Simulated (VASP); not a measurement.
# AlC3 (Pm-3m) in VASP: a series of runs

Runs on AlC3. Level: PBE. Tasks: single point, relaxation of cell and atoms.

Program: VASP 6.6.1. These are calculated values, not measurements. Logs are shortened: lines on timing, memory, paths and dates and some standing lists are left out, and cuts for length are marked.

**1. The cell of the first run**

Symmetry: Pm-3m, No. 221, cubic system. Conventional cell: a = 3.219 Å, b = 3.219 Å, c = 3.219 Å, α = 90.00°, β = 90.00°, γ = 90.00°. Within 3.0 Å of Al (site symmetry m-3m) lie 12 C at 2.28 Å. Within 3.0 Å of C (site symmetry 4/mmm) lie 4 Al at 2.28 Å and 8 C at 2.28 Å.

**2. Single point, PBE**

INCAR

```
SYSTEM = AlC3
ALGO = Normal ; EDIFF = 1E-6
ENCUT = 520 ; GGA = PE
ISIF = 2 ; ISMEAR = 0
LASPH = .True. ; LCHARG = .False.
LREAL = .False. ; LWAVE = .False.
NBANDS = 16 ; NELM = 60
PREC = Accurate ; SIGMA = 0.1
```

KPOINTS

```
k-points
0
Gamma
  6 6 6
  0 0 0
```

POSCAR

```
AlC3
1.0
    3.2190392235      0.0000000000      0.0000000000
    0.0000000000      3.2190392235      0.0000000000
    0.0000000000      0.0000000000      3.2190392235
Al C
1 3
Direct
    0.0000000000      0.0000000000      0.0000000000
    0.0000000000      0.5000000000      0.5000000000
    0.5000000000      0.0000000000      0.5000000000
    0.5000000000      0.5000000000      0.0000000000
```

Potentials or basis: VASP PAW PBE potentials, release 64 (Al, C).

Command:

```
$ cat potpaw_PBE.64/Al/POTCAR potpaw_PBE.64/C/POTCAR > POTCAR
$ mpirun -np 1 vasp_std > vasp.out
```

OUTCAR:

```text
SYSTEM = AlC3
   EDIFF = 1E-6
   ENCUT = 520
   GGA = PE
   ISIF = 2
   ISMEAR = 0
   LASPH = .True.
   LREAL = .False.
   NELM = 60
   PREC = Accurate

 ion  position               nearest neighbor table
   1  0.000  0.000  0.000-   2 2.28   3 2.28   4 2.28   2 2.28   3 2.28   2 2.28   4 2.28   2 2.28
                             3 2.28   4 2.28   3 2.28   4 2.28
   2  0.000  0.500  0.500-   1 2.28   1 2.28   1 2.28   1 2.28
   3  0.500  0.000  0.500-   1 2.28   1 2.28   1 2.28   1 2.28
   4  0.500  0.500  0.000-   1 2.28   1 2.28   1 2.28   1 2.28

  LATTYP: Found a simple cubic cell.
 ALAT       =     3.2190392235

  Lattice vectors:

 A1 = (   3.2190392235,   0.0000000000,   0.0000000000)
 A2 = (   0.0000000000,   3.2190392235,   0.0000000000)
 A3 = (   0.0000000000,   0.0000000000,   3.2190392235)

Analysis of symmetry for initial positions (statically):
=====================================================================
 Subroutine PRICEL returns:
 Original cell was already a primitive cell.

 Routine SETGRP: Setting up the symmetry group for a
 simple cubic supercell.

 Subroutine GETGRP returns: Found 48 space group operations
 (whereof 48 operations were pure point group operations)
 out of a pool of 48 trial point group operations.

The static configuration has the point symmetry O_h .

Analysis of symmetry for dynamics (positions and initial velocities):
=====================================================================
 Subroutine PRICEL returns:
 Original cell was already a primitive cell.

 Routine SETGRP: Setting up the symmetry group for a
 simple cubic supercell.

 Subroutine GETGRP returns: Found 48 space group operations
 (whereof 48 operations were pure point group operations)
 out of a pool of 48 trial point group operations.

The dynamic configuration has the point symmetry O_h .

 Subroutine INISYM returns: Found 48 space group operations
 (whereof 48 operations are pure point group operations),
 and found     1 'primitive' translations

----------------------------------------------------------------------------------------

                                     Primitive cell

  volume of cell :      33.3564

  direct lattice vectors                    reciprocal lattice vectors
     3.219039223  0.000000000  0.000000000     0.310651698  0.000000000  0.000000000
     0.000000000  3.219039223  0.000000000     0.000000000  0.310651698  0.000000000
[... 86 lines left out ...]
   EDIFFG = 0.1E-04   stopping-criterion for IOM
   NSW    =      0    number of steps for IOM
   IBRION =     -1    ionic relax: 0-MD 1-quasi-New 2-CG
   NFREE  =      0    steps in history (QN), initial steepest desc. (CG)
   ISIF   =      2    stress and relaxation
   ISYM   =      2    0-nonsym 1-usesym 2-fastsym
   POTIM  = 0.5000    time-step for ionic-motion
   TEBEG  =    0.0;   TEEND  =   0.0 temperature during run
   PSTRESS=    0.0 pullay stress
   NELECT =      15.0000    total number of electrons
   NUPDOWN=      -1.0000    fix difference up-down
   EMIN   =  10.00;   EMAX   =-10.00  energy-range for DOS
   EFERMI =   0.00;   METHOD = LEGACY
   ISMEAR =     0;   SIGMA  =   0.10  broadening in eV -4-tet -1-fermi 0-gaus
   EFERMI_NEDOS =   21; number of points for ismear=-14 and -15
   IALGO  =     38    algorithm
   IMIX   =      4    mixing-type and parameters
     AMIX     =   0.40;   BMIX     =  1.00
     AMIX_MAG =   1.60;   BMIX_MAG =  1.00
  volume/ion in A,a.u.               =       8.34        56.27
  Fermi-wavevector in a.u.,A,eV,Ry     =   1.254235  2.370161 21.403405  1.573106
  Thomas-Fermi vector in A             =   2.388050
   LORBIT       =      0    0 simple, 1 ext, 2 COOP (PROOUT), +10 PAW based schemes
   GGA     = PE    functional components
   LHFCALC =     F    Hartree Fock is set to
   AEXX    =    0.0000 exact exchange contribution
   IVDW    =     0    specifies the selected vdW correction
   LEPSILON=     F    determine dielectric tensor
   LRPA    =     F    only Hartree local field effects (RPA)
 non-spin polarized calculation
 Gauss-broadening in eV      SIGMA  =   0.10
  energy-cutoff  :      520.00
  volume of cell :       33.36
 maximum number of plane-waves:       922
 NGX is ok and might be reduce to    24
   NGX = 11   NGY = 11   NGZ = 11

 number of electron      15.0000000 magnetization

 Free energy of the ion-electron system (eV)
  ---------------------------------------------------
  ext. energy  EPLUGINS =         0.00000000
  ---------------------------------------------------
  free energy    TOTEN  =       -20.65154069 eV

  energy without entropy =      -20.64336900  energy(sigma->0) =      -20.64745484

 E-fermi :   9.1832     XC(G=0): -12.2182

 val. band max:        9.1799024227   @ k =   0.3333   0.1667   0.1667
 cond. band min:       9.3069718490   @ k =   0.3333   0.3333   0.1667
 fundamental gap:      0.1270694263
 Fermi energy:         9.1832024489

 k-point     1 :       0.0000    0.0000    0.0000
  band No.  band energies     occupation
      1      -8.2770      2.00000
      2       2.4579      2.00000
      3       2.4579      2.00000
      4       3.1984      2.00000
      5       3.1984      2.00000
      6       3.1984      2.00000
[... 357 lines left out ...]
      3      -0.8325      2.00000
      4       1.2298      2.00000
      5       1.3966      2.00000
      6       1.3966      2.00000
[... 8 lines left out ...]
     15      24.2220      0.00000
     16      24.2220      0.00000

------------------------ aborting loop because EDIFF is reached ----------------------------------------

  FORCE on cell =-STRESS in cart. coord.  units (eV):
  Direction    XX          YY          ZZ          XY          YZ          ZX
  --------------------------------------------------------------------------------------
  -------------------------------------------------------------------------------------
  Total       -0.0636273     -0.0636273     -0.0636273      0.0000000     -0.0000000      0.0000000
  in kB       -3.0561544     -3.0561544     -3.0561544      0.0000000     -0.0000000      0.0000000
  external PRESSURE =      -3.0561544 kB  Pullay stress =       0.0000000 kB

 VOLUME and BASIS-vectors are now :
 -----------------------------------------------------------------------------
  energy-cutoff  :      520.00
  volume of cell :       33.36
      direct lattice vectors                 reciprocal lattice vectors
     3.219039223  0.000000000  0.000000000     0.310651698  0.000000000  0.000000000
     0.000000000  3.219039223  0.000000000     0.000000000  0.310651698  0.000000000
     0.000000000  0.000000000  3.219039223     0.000000000  0.000000000  0.310651698

 POSITION                                       TOTAL-FORCE (eV/Angst)
 -----------------------------------------------------------------------------------
      0.00000      0.00000      0.00000         0.000000      0.000000      0.000000
      0.00000      1.60952      1.60952         0.000000      0.000000      0.000000
      1.60952      0.00000      1.60952         0.000000      0.000000      0.000000
      1.60952      1.60952      0.00000         0.000000      0.000000      0.000000
 -----------------------------------------------------------------------------------
    total drift:                                0.000000     -0.000000     -0.000000

  FREE ENERGIE OF THE ION-ELECTRON SYSTEM (eV)
  ---------------------------------------------------
  free  energy   TOTEN  =       -20.6515406894 eV

  energy  without entropy=      -20.6433690002  energy(sigma->0) =      -20.64745484
```

OSZICAR:

```text
N       E                     dE             d eps       ncg     rms          rms(c)
DAV:   1     0.221513126682E+02    0.22151E+02   -0.62799E+03   640   0.786E+02
DAV:   2    -0.194962705969E+02   -0.41648E+02   -0.36676E+02   912   0.141E+02
DAV:   3    -0.209801302712E+02   -0.14839E+01   -0.14760E+01   744   0.243E+01
DAV:   4    -0.209873756280E+02   -0.72454E-02   -0.72449E-02   816   0.204E+00
DAV:   5    -0.209874419242E+02   -0.66296E-04   -0.66297E-04   792   0.196E-01    0.368E+00
DAV:   6    -0.207242404243E+02    0.26320E+00   -0.17325E-01   656   0.237E+00    0.199E+00
DAV:   7    -0.206579981357E+02    0.66242E-01   -0.11148E-01   776   0.192E+00    0.594E-01
DAV:   8    -0.206568852038E+02    0.11129E-02   -0.38904E-02   696   0.118E+00    0.375E-01
DAV:   9    -0.206517712628E+02    0.51139E-02   -0.57325E-03   656   0.466E-01    0.918E-02
DAV:  10    -0.206515587120E+02    0.21255E-03   -0.12456E-03   744   0.205E-01    0.356E-02
DAV:  11    -0.206515480618E+02    0.10650E-04   -0.53170E-05   736   0.462E-02    0.215E-02
DAV:  12    -0.206515463008E+02    0.17610E-05   -0.95485E-07   640   0.673E-03    0.125E-02
DAV:  13    -0.206515406290E+02    0.56718E-05   -0.11439E-05   688   0.198E-02    0.216E-03
DAV:  14    -0.206515406894E+02   -0.60399E-07   -0.41129E-07   328   0.455E-03
   1 F= -.20651541E+02 E0= -.20647455E+02  d E =-.817169E-02
```

stdout:

```text
POSCAR found type information on POSCAR AlC
 POSCAR found :  2 types and       4 ions
 scaLAPACK will be used
 LDA part: xc-table for (Slater+PW92), standard interpolation
 POSCAR, INCAR and KPOINTS ok, starting setup
 FFT: planning ... GRIDC
 FFT: planning ... GRID_SOFT
 FFT: planning ... GRID
 WAVECAR not read
 entering main loop
```

Run time: 9.9 s. Hardware: 1 thread of Intel Xeon 8259CL, shared host; peak memory 0.13 GiB.

Results:

| Property | Result |
| --- | --- |
| Free energy | -20.6515 eV |
| Pressure | -0.3 GPa |

**3. Single point, PBE**

This run uses another cell than the first one, of 9.22 Å³/atom, 1.106 times its volume.

INCAR

```
SYSTEM = AlC3
ALGO = Normal
EDIFF = 1E-7
ENCUT = 520
GGA = PE
ISIF = 2
ISMEAR = 0
LASPH = .True.
LCHARG = .False.
LREAL = .False.
LWAVE = .False.
NBANDS = 16
NELM = 60
PREC = Accurate
SIGMA = 0.1
```

KPOINTS is that of step 2.

POSCAR

```
AlC3
1.0
    3.3288735945      0.0000000000      0.0000000000
    0.0000000000      3.3288735945      0.0000000000
    0.0000000000      0.0000000000      3.3288735945
Al C
1 3
Direct
    0.0000000000      0.0000000000      0.0000000000
    0.0000000000      0.5000000000      0.5000000000
    0.5000000000      0.0000000000      0.5000000000
    0.5000000000      0.5000000000      0.0000000000
```

Potentials or basis: VASP PAW PBE potentials, release 64 (Al, C).

Command:

```
$ cat potpaw_PBE.64/Al/POTCAR potpaw_PBE.64/C/POTCAR > POTCAR
$ mpirun -np 1 vasp_std > vasp.out
```

It took 16 s on 1 thread of Intel Xeon 8259CL, shared host; peak memory 0.15 GiB.

Results (log left out):

```yaml
Free_energy: -20.4724 eV
Pressure: -14.9 GPa
```

Levels at points of the mesh, in eV from the Fermi level:
```
           k point  band 6  band 7  band 8  band 9  band 10  band 11
(0.00, 0.00, 0.00)   -5.30    1.28    1.28    1.28     1.52     3.88
(0.50, 0.00, 0.00)   -1.89   -1.89   -1.45   -1.11     0.67     3.47
(0.50, 0.50, 0.00)   -1.14   -1.10   -0.42   -0.42    -0.33     4.32
(0.50, 0.50, 0.50)   -6.97   -6.97   -1.32    4.58     4.58     4.58
```

**4. Relaxation of cell and atoms, PBE**

This run uses another cell than the first one, of 9.22 Å³/atom, 1.106 times its volume.

INCAR

```
SYSTEM = AlC3
  ALGO = Normal
  EDIFF = 1E-6
  EDIFFG = -0.04
  ENCUT = 600
  GGA = PE
  IBRION = 2
  ISIF = 3
  ISMEAR = 0
  LASPH = .TRUE.
  LCHARG = .FALSE.
  LREAL = .FALSE.
  LWAVE = .FALSE.
  NELM = 100
  NSW = 90
  PREC = Accurate
  SIGMA = 0.1
```

KPOINTS

```
k-points
0
G
  6 6 6
  0 0 0
```

POSCAR is that of step 3.

Command:

```
$ cat potpaw_PBE.64/Al/POTCAR potpaw_PBE.64/C/POTCAR > POTCAR
$ mpirun -np 1 vasp_std > vasp.out
```

It took 28 s on 1 thread of Intel Xeon 8259CL, shared host; peak memory 0.15 GiB.

It converged, with:

| Quantity | Value |
| --- | --- |
| Free energy | -20.6568 eV |
| Relaxed volume | 8.31 Å³/atom |
| Relaxed cell | a = 3.216 Å, b = 3.216 Å, c = 3.216 Å, α = 90.00°, β = 90.00°, γ = 90.00° |
| Space group after relaxing (to 0.05 Å) | Pm-3m (No. 221) |
| Energy gained by relaxing | 45.9 meV/atom |
| Ionic steps | 3 |
| Pressure after relaxing | 0.1 GPa |

Step by step:
```csv
step,energy change (eV),largest force (eV/Å),pressure (GPa),volume (Å³)
1,0.0000,0.0000,-14.96,36.89
2,-0.1731,0.0000,4.43,32.48
3,-0.1838,0.0000,0.06,33.26
```

Final structure:
```yaml
crystal:
  lattice:
    - [3.21586, 0.00000, 0.00000]
    - [0.00000, 3.21586, 0.00000]
    - [0.00000, 0.00000, 3.21586]
  atoms:
    - { symbol: Al, position: [0.00000, 0.00000, 0.00000] }
    - { symbol: C, position: [0.00000, 0.50000, 0.50000] }
    - { symbol: C, position: [0.50000, 0.00000, 0.50000] }
    - { symbol: C, position: [0.50000, 0.50000, 0.00000] }
```

Levels at points of the mesh, in eV from the Fermi level:
| k point | band 6 | band 7 | band 8 | band 9 | band 10 | band 11 |
| --- | --- | --- | --- | --- | --- | --- |
| (0.00, 0.00, 0.00) | -6.01 | 1.26 | 1.26 | 1.26 | 1.85 | 4.19 |
| (0.50, 0.00, 0.00) | -2.25 | -2.25 | -1.89 | -0.69 | 0.51 | 3.69 |
| (0.50, 0.50, 0.00) | -1.49 | -1.08 | -0.62 | -0.31 | -0.31 | 4.68 |
| (0.50, 0.50, 0.50) | -7.81 | -7.81 | -1.20 | 4.99 | 4.99 | 4.99 |

**5. Single point, PBE**

This run uses another cell than the first one, of 8.26 Å³/atom, 0.990 times its volume.

INCAR

```
ALGO = Normal
EDIFF = 1E-7
ENCUT = 520
GGA = PE
ISIF = 2
ISMEAR = 0
LASPH = True
LCHARG = True
LELF = True
LREAL = False
LVHAR = True
LWAVE = False
NBANDS = 16
NELM = 80
PREC = Accurate
SIGMA = 0.1
```

KPOINTS

```
k-points
0
Gamma
  14 14 14
```

POSCAR

```
AlC3
1.0
    3.2084478217      0.0000000000      0.0000000000
    0.0000000000      3.2084478217      0.0000000000
    0.0000000000      0.0000000000      3.2084478217
Al C
1 3
Direct
    0.0000000000      0.0000000000      0.0000000000
    0.0000000000      0.5000000000      0.5000000000
    0.5000000000      0.0000000000      0.5000000000
    0.5000000000      0.5000000000      0.0000000000
```

Command:

```
$ cat potpaw_PBE.64/Al/POTCAR potpaw_PBE.64/C/POTCAR > POTCAR
$ mpirun -np 1 vasp_std > vasp.out
```

Wall time 42 s (1 thread of Intel Xeon 8259CL, shared host); peak memory 0.17 GiB.

Results (log left out):

| Quantity | Value |
| --- | --- |
| Free energy | -20.5777 eV |
| Pressure | 0.0 GPa |

Levels at points of the mesh, in eV from the Fermi level:
```csv
k point,band 3,band 4,band 5,band 6,band 7,band 8,band 9,band 10,band 11,band 12
"(0.00, 0.00, 0.00)",-6.67,-5.99,-5.99,-5.99,1.32,1.32,1.32,1.92,4.29,4.29
"(0.50, 0.00, 0.00)",-5.48,-3.89,-3.89,-2.22,-2.22,-1.87,-0.60,0.58,3.79,3.79
"(0.50, 0.50, 0.00)",-11.95,-9.12,-1.45,-1.45,-1.00,-0.55,-0.24,-0.24,4.77,5.37
"(0.50, 0.50, 0.50)",-9.99,-7.95,-7.82,-7.82,-7.82,-1.17,5.08,5.08,5.08,5.57
```

**6. Relaxation of cell and atoms, PBE**

INCAR

```
ALGO = Normal ; EDIFF = 1E-7
EDIFFG = -0.01 ; ENCUT = 600
GGA = PE ; IBRION = 2
ISIF = 3 ; ISMEAR = 0
LASPH = T ; LCHARG = F
LREAL = F ; LWAVE = F
NELM = 80 ; NSW = 100
PREC = Accurate ; SIGMA = 0.1
```

KPOINTS is that of step 5.

POSCAR

```
AlC3
1.0
    3.2190392235      0.0000000000      0.0000000000
    0.0000000000      3.2190392235      0.0000000000
    0.0000000000      0.0000000000      3.2190392235
Al C
1 3
Direct
    0.0000000000      0.0000000000      0.0000000000
    0.0000000000      0.5000000000      0.5000000000
    0.5000000000      0.0000000000      0.5000000000
    0.5000000000      0.5000000000      0.0000000000
```

Potentials or basis: VASP PAW PBE potentials, release 64 (Al, C).

Command:

```
$ cat potpaw_PBE.64/Al/POTCAR potpaw_PBE.64/C/POTCAR > POTCAR
$ mpirun -np 1 vasp_std > vasp.out
```

Run time: 2.1 min. Hardware: 1 thread of Intel Xeon 8259CL, shared host; peak memory 0.19 GiB.

It converged, with:

```
Free energy                            : -20.5788 eV
Relaxed volume                         : 8.25 Å³/atom
Relaxed cell                           : a = 3.208 Å, b = 3.208 Å, c = 3.208 Å, α = 90.00°, β = 90.00°, γ = 90.00°
Space group after relaxing (to 0.05 Å) : Pm-3m (No. 221)
Energy gained by relaxing              : 0.5 meV/atom
Ionic steps                            : 3
Pressure after relaxing                : 0.0 GPa
```

The path:
```tsv
step	energy change (eV)	largest force (eV/Å)	pressure (GPa)	volume (Å³)
1	0.0000	0.0000	-1.76	33.36
2	-0.0019	0.0000	0.43	32.92
3	-0.0020	0.0000	0.00	33.00
```

Final structure:
```cif
data_structure
_symmetry_space_group_name_H-M 'P 1'
_symmetry_Int_Tables_number 1
_cell_length_a 3.2075
_cell_length_b 3.2075
_cell_length_c 3.2075
_cell_angle_alpha 90.000
_cell_angle_beta 90.000
_cell_angle_gamma 90.000
_cell_volume 33.00
loop_
_atom_site_label
_atom_site_type_symbol
_atom_site_fract_x
_atom_site_fract_y
_atom_site_fract_z
_atom_site_occupancy
Al1 Al 0.00000 0.00000 0.00000 1
C1 C 0.00000 0.50000 0.50000 1
C2 C 0.50000 0.00000 0.50000 1
C3 C 0.50000 0.50000 0.00000 1
```

Levels at points of the mesh, in eV from the Fermi level:
```
           k point  band 4  band 5  band 6  band 7  band 8  band 9  band 10  band 11
(0.00, 0.00, 0.00)   -6.00   -6.00   -6.00    1.32    1.32    1.32     1.93     4.29
(0.50, 0.00, 0.00)   -3.89   -3.89   -2.23   -2.23   -1.87   -0.60     0.58     3.79
(0.50, 0.50, 0.00)   -9.13   -1.45   -1.45   -0.99   -0.55   -0.24    -0.24     4.77
(0.50, 0.50, 0.50)   -7.96   -7.83   -7.83   -7.83   -1.17    5.08     5.08     5.08
```

**7. Overview**

| task | cell | k mesh | cutoff (eV) | gap on the mesh (eV) | pressure (GPa) | relaxed volume (Å³/atom) |
| --- | --- | --- | --- | --- | --- | --- |
| single point | a = 3.219 Å, 4 atoms | 6 × 6 × 6 | 520 | none | -0.3 | - |
| single point | a = 3.329 Å, 4 atoms | 6 × 6 × 6 | 520 | none | -14.9 | - |
| relaxation of cell and atoms | relaxed from a = 3.329 Å, 4 atoms | 6 × 6 × 6 | 600 | none | 0.1 | 8.31 |
| single point | a = 3.208 Å, 4 atoms | 14 × 14 × 14 | 520 | none | 0.0 | - |
| relaxation of cell and atoms | relaxed from a = 3.219 Å, 4 atoms | 14 × 14 × 14 | 600 | none | 0.0 | 8.25 |

Alike in all rows: level PBE; potentials or basis VASP PAW PBE potentials, release 64 (Al, C); no spin polarisation; smearing gaussian 0.1 eV.

Absolute energies hang on the potentials; compare differences alone.
